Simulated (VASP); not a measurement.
# V (Fm-3m) in VASP: notebook

V is run at these levels: PBEsol; tasks: single point, relaxation of cell and atoms.

Program: VASP 6.6.1. These are calculated values, not measurements. Logs are shortened: lines on timing, memory, paths and dates and some standing lists are left out, and cuts for length are marked.

## (1) The cell of the first run

It takes space group Fm-3m (No. 225, cubic). The conventional cell has a = 3.771 Å, b = 3.771 Å, c = 3.771 Å, α = 90.00°, β = 90.00°, γ = 90.00°. V (site symmetry m-3m) has 12 V at 2.67 Å within 3.5 Å.

## (2) Single point, PBEsol

Contents of INCAR:

```
SYSTEM = V
PREC = Accurate
ENCUT = 520
EDIFF = 1E-6
ISMEAR = -1
SIGMA = 0.1
LREAL = .FALSE.
LASPH = .TRUE.
NELM = 80
ALGO = Normal
ISIF = 2
LWAVE = .FALSE.
LCHARG = .FALSE.
GGA = PS
NBANDS = 12
```

Contents of KPOINTS:

```
Automatic mesh
0
G
  16 16 16
  0 0 0
```

Contents of POSCAR:

```
V
1.0
    0.0000000000      1.8857067481      1.8857067481
    1.8857067481      0.0000000000      1.8857067481
    1.8857067481      1.8857067481      0.0000000000
V
1
Direct
    0.0000000000      0.0000000000      0.0000000000
```

Potentials or basis: VASP PAW PBE potentials, release 64 (V_sv).

Run with:

```console
> cat potpaw_PBE.64/V_sv/POTCAR > POTCAR
> mpirun -np 1 vasp_std > vasp.out
```

OUTCAR:

```text
SYSTEM = V
   PREC = Accurate
   ENCUT = 520
   EDIFF = 1E-6
   ISMEAR = -1
   LREAL = .FALSE.
   LASPH = .TRUE.
   NELM = 80
   ISIF = 2
   GGA = PS

 ion  position               nearest neighbor table
   1  0.000  0.000  0.000-

  LATTYP: Found a face centered cubic cell.
 ALAT       =     3.7714134962

  Lattice vectors:

 A1 = (   0.0000000000,   1.8857067481,   1.8857067481)
 A2 = (   1.8857067481,   0.0000000000,   1.8857067481)
 A3 = (   1.8857067481,   1.8857067481,   0.0000000000)

Analysis of symmetry for initial positions (statically):
=====================================================================
 Subroutine PRICEL returns:
 Original cell was already a primitive cell.

 Routine SETGRP: Setting up the symmetry group for a
 face centered cubic supercell.

 Subroutine GETGRP returns: Found 48 space group operations
 (whereof 48 operations were pure point group operations)
 out of a pool of 48 trial point group operations.

The static configuration has the point symmetry O_h .

Analysis of symmetry for dynamics (positions and initial velocities):
=====================================================================
 Subroutine PRICEL returns:
 Original cell was already a primitive cell.

 Routine SETGRP: Setting up the symmetry group for a
 face centered cubic supercell.

 Subroutine GETGRP returns: Found 48 space group operations
 (whereof 48 operations were pure point group operations)
 out of a pool of 48 trial point group operations.

The dynamic configuration has the point symmetry O_h .

 Subroutine INISYM returns: Found 48 space group operations
 (whereof 48 operations are pure point group operations),
 and found     1 'primitive' translations

----------------------------------------------------------------------------------------

                                     Primitive cell

  volume of cell :      13.4107

  direct lattice vectors                    reciprocal lattice vectors
     0.000000000  1.885706748  1.885706748    -0.265152575  0.265152575  0.265152575
     1.885706748  0.000000000  1.885706748     0.265152575 -0.265152575  0.265152575
     1.885706748  1.885706748  0.000000000     0.265152575  0.265152575 -0.265152575

  length of vectors
     2.666792058  2.666792058  2.666792058     0.459257732  0.459257732  0.459257732

  position of ions in fractional coordinates (direct lattice)
     0.000000000  0.000000000  0.000000000

  ion indices of the primitive-cell ions
   primitive index   ion index
                 1           1

----------------------------------------------------------------------------------------

 KPOINTS: Automatic mesh

Automatic generation of k-mesh.
 Grid dimensions read from file:
 generate k-points for:   16   16   16

 Generating k-lattice:

  Cartesian coordinates                     Fractional coordinates (reciprocal lattice)
    -0.016572036  0.016572036  0.016572036     0.062500000  0.000000000  0.000000000
     0.016572036 -0.016572036  0.016572036     0.000000000  0.062500000  0.000000000
     0.016572036  0.016572036 -0.016572036     0.000000000  0.000000000  0.062500000

  Length of vectors
     0.028703608  0.028703608  0.028703608

  Shift w.r.t. Gamma in fractional coordinates (k-lattice)
     0.000000000  0.000000000  0.000000000

 Subroutine IBZKPT returns following result:
 ===========================================

 Found    145 irreducible k-points:

 Following reciprocal coordinates:
            Coordinates               Weight
  0.000000  0.000000  0.000000      1.000000
  0.062500  0.000000  0.000000      8.000000
  0.125000  0.000000  0.000000      8.000000
  0.187500  0.000000  0.000000      8.000000
  0.250000  0.000000  0.000000      8.000000
  0.312500  0.000000  0.000000      8.000000
[... 16 lines left out ...]
 -0.125000  0.062500  0.000000     24.000000
 -0.062500  0.062500  0.000000     12.000000
 [... further k-points ...]
   k-points           NKPTS =    145   k-points in BZ     NKDIM =    145   number of bands    NBANDS=     12
   number of dos      NEDOS =    301   number of ions     NIONS =      1
   total plane-waves  NPLWV =   8000
   dimension x,y,z NGX =    20 NGY =   20 NGZ =   20
   dimension x,y,z NGXF=    40 NGYF=   40 NGZF=   40
   ions per type =               1
   NGX,Y,Z   is equivalent  to a cutoff of  12.47, 12.47, 12.47 a.u.
   NGXF,Y,Z  is equivalent  to a cutoff of  24.94, 24.94, 24.94 a.u.
 SYSTEM =  V
   PREC   = accura    normal or accurate (medium, high low for compatibility)
   ISTART =      0    job   : 0-new  1-cont  2-samecut
   ICHARG =      2    charge: 1-file 2-atom 10-const
   ISPIN  =      1    spin polarized calculation?
   LNONCOLLINEAR =      F non collinear calculations
   LSORBIT =      F    spin-orbit coupling
   LASPH  =      T    aspherical Exc in radial PAW
   ENCUT  =  520.0 eV  38.22 Ry    6.18 a.u.   4.96  4.96  4.96*2*pi/ulx,y,z
   NELM   =     80;   NELMIN=  2; NELMDL= -5     # of ELM steps
   EDIFF  = 0.1E-05   stopping-criterion for ELM
   LREAL  =      F    real-space projection
   EDIFFG = 0.1E-04   stopping-criterion for IOM
   NSW    =      0    number of steps for IOM
   IBRION =     -1    ionic relax: 0-MD 1-quasi-New 2-CG
   NFREE  =      0    steps in history (QN), initial steepest desc. (CG)
   ISIF   =      2    stress and relaxation
   ISYM   =      2    0-nonsym 1-usesym 2-fastsym
   POTIM  = 0.5000    time-step for ionic-motion
   TEBEG  =    0.0;   TEEND  =   0.0 temperature during run
   PSTRESS=    0.0 pullay stress
   NELECT =      13.0000    total number of electrons
   NUPDOWN=      -1.0000    fix difference up-down
   EMIN   =  10.00;   EMAX   =-10.00  energy-range for DOS
   EFERMI =   0.00;   METHOD = LEGACY
   ISMEAR =    -1;   SIGMA  =   0.10  broadening in eV -4-tet -1-fermi 0-gaus
   EFERMI_NEDOS =   21; number of points for ismear=-14 and -15
   IALGO  =     38    algorithm
   IMIX   =      4    mixing-type and parameters
     AMIX     =   0.40;   BMIX     =  1.00
     AMIX_MAG =   1.60;   BMIX_MAG =  1.00
  volume/ion in A,a.u.               =      13.41        90.50
  Fermi-wavevector in a.u.,A,eV,Ry     =   1.620212  3.061756 35.716468  2.625086
  Thomas-Fermi vector in A             =   2.714187
   LORBIT       =      0    0 simple, 1 ext, 2 COOP (PROOUT), +10 PAW based schemes
   GGA     = PS    functional components
   LHFCALC =     F    Hartree Fock is set to
   AEXX    =    0.0000 exact exchange contribution
   IVDW    =     0    specifies the selected vdW correction
   LEPSILON=     F    determine dielectric tensor
   LRPA    =     F    only Hartree local field effects (RPA)
 non-spin polarized calculation
  energy-cutoff  :      520.00
  volume of cell :       13.41
 maximum number of plane-waves:       376
   NGX =  9   NGY =  9   NGZ =  9

 number of electron      13.0000009 magnetization

 Free energy of the ion-electron system (eV)
  ---------------------------------------------------
  ext. energy  EPLUGINS =         0.00000000
  ---------------------------------------------------
  free energy    TOTEN  =        -9.39794505 eV

  energy without entropy =       -9.34120198  energy(sigma->0) =       -9.36957352

 E-fermi :   9.9474     XC(G=0): -13.0833

 val. band max:        9.9416454316   @ k =  -0.3750   0.1250   0.0000
 cond. band min:       9.9670547804   @ k =  -0.1875   0.1875   0.0625
 fundamental gap:      0.0254093488
 Fermi energy:         9.9474297707

 k-point     1 :       0.0000    0.0000    0.0000
  band No.  band energies     occupation
      1     -53.8461      2.00000
      2     -27.2487      2.00000
      3     -27.2487      2.00000
      4     -27.2487      2.00000
      5       3.0121      2.00000
      6      10.1148      0.31596
      7      10.1148      0.31596
      8      10.1148      0.31596
      9      11.9271      0.00000
     10      11.9271      0.00000
     11      27.7976      0.00000
     12      33.1057      0.00000

 k-point     2 :       0.0625    0.0000    0.0000
  band No.  band energies     occupation
      1     -53.8389      2.00000
      2     -27.2852      2.00000
      3     -27.2532      2.00000
      4     -27.2532      2.00000
      5       3.1624      2.00000
      6      10.0324      0.59916
      7      10.1680      0.19841
      8      10.1680      0.19841
      9      11.8946      0.00000
     10      11.8946      0.00000
     11      27.9025      0.00000
     12      31.9298      0.00000

 k-point     3 :       0.1250    0.0000    0.0000
  band No.  band energies     occupation
      1     -53.8184      2.00000
      2     -27.3884      2.00000
      3     -27.2660      2.00000
      4     -27.2660      2.00000
      5       3.5979      2.00000
      6       9.8162      1.57565
      7      10.2997      0.05735
      8      10.2997      0.05735
      9      11.8304      0.00000
     10      11.8304      0.00000
     11      27.9969      0.00000
     12      30.0068      0.00000

 k-point     4 :       0.1875    0.0000    0.0000
  band No.  band energies     occupation
      1     -53.7876      2.00000
      2     -27.5412      2.00000
      3     -27.2851      2.00000
      4     -27.2851      2.00000
      5       4.2675      2.00000
      6       9.5511      1.96269
      7      10.4160      0.01829
      8      10.4160      0.01829
      9      11.8387      0.00000
     10      11.8387      0.00000
     11      26.9863      0.00000
     12      29.0081      0.00000

 k-point     5 :       0.2500    0.0000    0.0000
  band No.  band energies     occupation
      1     -53.7511      2.00000
      2     -27.7187      2.00000
      3     -27.3075      2.00000
      4     -27.3075      2.00000
      5       5.0672      2.00000
      6       9.3653      1.99409
      7      10.4035      0.02069
      8      10.4035      0.02069
      9      12.0359      0.00000
     10      12.0359      0.00000
     11      25.0342      0.00000
     12      28.6266      0.00000

 k-point     6 :       0.3125    0.0000    0.0000
  band No.  band energies     occupation
      1     -53.7143      2.00000
      2     -27.8936      2.00000
      3     -27.3299      2.00000
      4     -27.3299      2.00000
      5       5.8097      2.00000
      6       9.4324      1.98847
      7      10.2755      0.07251
      8      10.2755      0.07251
      9      12.3933      0.00000
     10      12.3933      0.00000
     11      23.0461      0.00000
     12      28.0593      0.00000

 k-point     7 :       0.3750    0.0000    0.0000
  band No.  band energies     occupation
      1     -53.6829      2.00000
      2     -28.0399      2.00000
      3     -27.3487      2.00000
      4     -27.3487      2.00000
      5       6.2807      2.00000
      6       9.8831      1.31082
      7      10.1236      0.29321
      8      10.1236      0.29321
      9      12.7785      0.00000
     10      12.7785      0.00000
     11      21.2424      0.00000
     12      27.4694      0.00000

 k-point     8 :       0.4375    0.0000    0.0000
  band No.  band energies     occupation
      1     -53.6619      2.00000
      2     -28.1367      2.00000
      3     -27.3613      2.00000
      4     -27.3613      2.00000
      5       6.4656      2.00000
      6      10.0119      0.68840
      7      10.0119      0.68840
      8      10.5211      0.00643
      9      13.0685      0.00000
     10      13.0685      0.00000
     11      19.8749      0.00000
     12      27.0527      0.00000
[... 166 lines left out ...]
 k-point    20 :      -0.3125    0.0625    0.0000
  band No.  band energies     occupation
      1     -53.6991      2.00000
      2     -27.9416      2.00000
      3     -27.3734      2.00000
      4     -27.3289      2.00000
      5       6.1189      2.00000
      6       9.4241      1.98939
      7      10.1453      0.24284
      8      10.2927      0.06138
      9      12.2766      0.00000
     10      12.9137      0.00000
     11      22.4715      0.00000
     12      27.7521      0.00000

 k-point    21 :      -0.2500    0.0625    0.0000
  band No.  band energies     occupation
      1     -53.7341      2.00000
      2     -27.7793      2.00000
      3     -27.3520      2.00000
      4     -27.3052      2.00000
      5       5.4475      2.00000
      6       9.2650      1.99783
      7      10.3128      0.05049
      8      10.4520      0.01279
      9      11.8527      0.00000
     10      12.5019      0.00000
     11      24.4337      0.00000
     12      28.2809      0.00000

 k-point    22 :      -0.1875    0.0625    0.0000
  band No.  band energies     occupation
      1     -53.7707      2.00000
      2     -27.6063      2.00000
      3     -27.3263      2.00000
      4     -27.2828      2.00000
      5       4.6449      2.00000
      6       9.3946      1.99208
      7      10.4163      0.01823
      8      10.5169      0.00670
      9      11.5956      0.00000
     10      12.1698      0.00000
     11      26.4422      0.00000
     12      28.6764      0.00000

 k-point    23 :      -0.1250    0.0625    0.0000
  band No.  band energies     occupation
      1     -53.8034      2.00000
      2     -27.4497      2.00000
      3     -27.2995      2.00000
      4     -27.2649      2.00000
      5       3.9231      2.00000
      6       9.6469      1.90565
      7      10.3883      0.02405
      8      10.4041      0.02057
      9      11.6089      0.00000
     10      11.9967      0.00000
     11      27.9394      0.00000
     12      29.2626      0.00000

 k-point    24 :      -0.0625    0.0625    0.0000
  band No.  band energies     occupation
      1     -53.8273      2.00000
      2     -27.3364      2.00000
      3     -27.2738      2.00000
      4     -27.2545      2.00000
      5       3.4078      2.00000
      6       9.8907      1.27627
      7      10.2458      0.09629
      8      10.2690      0.07715
      9      11.7565      0.00000
     10      11.9417      0.00000
     11      28.0345      0.00000
     12      30.8537      0.00000

 [... further k-points ...]
[... 5 lines left out ...]
  --------------------------------------------------------------------------------------
  -------------------------------------------------------------------------------------
  Total        0.0058304      0.0058304      0.0058304      0.0000000      0.0000000      0.0000000
  in kB        0.6965548      0.6965548      0.6965548      0.0000000      0.0000000      0.0000000
  external PRESSURE =       0.6965548 kB  Pullay stress =       0.0000000 kB

 VOLUME and BASIS-vectors are now :
 -----------------------------------------------------------------------------
  energy-cutoff  :      520.00
  volume of cell :       13.41
      direct lattice vectors                 reciprocal lattice vectors
     0.000000000  1.885706748  1.885706748    -0.265152575  0.265152575  0.265152575
     1.885706748  0.000000000  1.885706748     0.265152575 -0.265152575  0.265152575
     1.885706748  1.885706748  0.000000000     0.265152575  0.265152575 -0.265152575

 POSITION                                       TOTAL-FORCE (eV/Angst)
 -----------------------------------------------------------------------------------
      0.00000      0.00000      0.00000        -0.000000     -0.000000      0.000000
 -----------------------------------------------------------------------------------
    total drift:                                0.000000      0.000000      0.000000

  FREE ENERGIE OF THE ION-ELECTRON SYSTEM (eV)
  ---------------------------------------------------
  free  energy   TOTEN  =        -9.3979450534 eV

  energy  without entropy=       -9.3412019777  energy(sigma->0) =       -9.36957352
```

Run time: 7 s. Hardware: 1 thread of Intel Xeon 6975P-C (Granite Rapids), shared host; peak memory 0.14 GiB.

What came out:

| Property | Result |
| --- | --- |
| Free energy | -9.3979 eV |
| Pressure | 0.1 GPa |

Levels at points of the mesh, in eV from the Fermi level:
```
           k point  band 3  band 4  band 5  band 6  band 7  band 8  band 9  band 10
(0.00, 0.00, 0.00)  -37.20  -37.20   -6.94    0.17    0.17    0.17    1.98     1.98
(0.50, 0.00, 0.00)  -37.31  -37.31   -3.44    0.02    0.02    0.89    3.23     3.23
(0.50, 0.50, 0.00)  -37.52  -37.52   -3.64   -2.75    3.19    3.56    3.56     3.56
```

Caveat: the PAW data sets were made with another functional, which shifts forces and pressure a little.

(Part 1 of 3 ends here.)
